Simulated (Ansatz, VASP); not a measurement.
## ZnS: VASP beside Ansatz

File POSCAR:

```
ZnS
1.0
    4.1052739893      0.0000000000      0.0000000000
   -2.0526369947      3.5552715643      0.0000000000
    0.0000000000      0.0000000000      5.3722983431
Zn S
2 2
Direct
    0.3333333333      0.6666666667      0.0000000000
    0.6666666667      0.3333333333      0.5000000000
    0.3333333333      0.6666666667      0.3850000000
    0.6666666667      0.3333333333      0.8850000000
```

File INCAR.step1:

```
PREC = Accurate
ENCUT = 520
ISMEAR = 0
SIGMA = 0.05
LREAL = False
LASPH = True
NELM = 100
NBANDS = 26
GGA = PE
ALGO = Normal
EDIFF = 1E-4
LWAVE = True
LCHARG = False
```

The input INCAR.step2:

```
PREC = Accurate
ENCUT = 520
EDIFF = 1E-6
ISMEAR = 0
SIGMA = 0.05
LREAL = False
LASPH = True
NELM = 100
ALGO = Normal
ISIF = 2
LWAVE = False
LCHARG = False
METAGGA = R2SCAN
LMIXTAU = True
NBANDS = 26
ISTART = 1
```

The input KPOINTS:

```
regular mesh
0
Gamma
  12 12 4
```

Input for Ansatz:

```yaml
crystal:
  lattice:
    - [4.1052739893, 0.0, 0.0]
    - [-2.0526369947, 3.5552715643, 0.0]
    - [0.0, 0.0, 5.3722983431]
  atoms:
    - { symbol: Zn, position: [0.3333333333, 0.6666666667, 0.0] }
    - { symbol: Zn, position: [0.6666666667, 0.3333333333, 0.5] }
    - { symbol: S, position: [0.3333333333, 0.6666666667, 0.385] }
    - { symbol: S, position: [0.6666666667, 0.3333333333, 0.885] }
basis:
  ecutwfc: 500
kpoints:
  mp_grid: { grid: [12, 12, 4] }
hamiltonian:
  xc: r2scan
scf:
  occupations: { method: gaussian, width: 0.05 }
output:
  forces: true
  stress: true
  eigenvalues: true
```

Alike in both runs: task single point; functional r2SCAN; k mesh 12 × 12 × 4; occupations gaussian, width 0.05 eV; no spin polarisation.

|  | VASP | Ansatz |
| --- | --- | --- |
| version | VASP 6.6.1 | Ansatz 0.2.0 |
| potentials or method | VASP PAW PBE potentials, release 64 (Zn, S), cutoff 520 eV | scalar-relativistic, plane waves, PAW |
| valence electrons in the cell | 36 | 36 |

```csv
,VASP,Ansatz,Ansatz less VASP
gap on the k mesh at the Fermi level (eV),1.94,1.95,+0.012
least direct gap on the mesh (eV),1.94,1.95,+0.012
pressure (GPa),5.8,5.6,-0.18
"traceless stress, the component that is largest in VASP (GPa)",24.76,24.52,-0.242
rms of the force components (eV/Å),1.434,1.417,-0.0175
```

VASP's potentials were made for PBE, not for r2SCAN. Atom by atom the forces differ by 0.018 eV/Å (rms over components). The functional is the same, so the differences come from potentials, cutoffs and numerics.
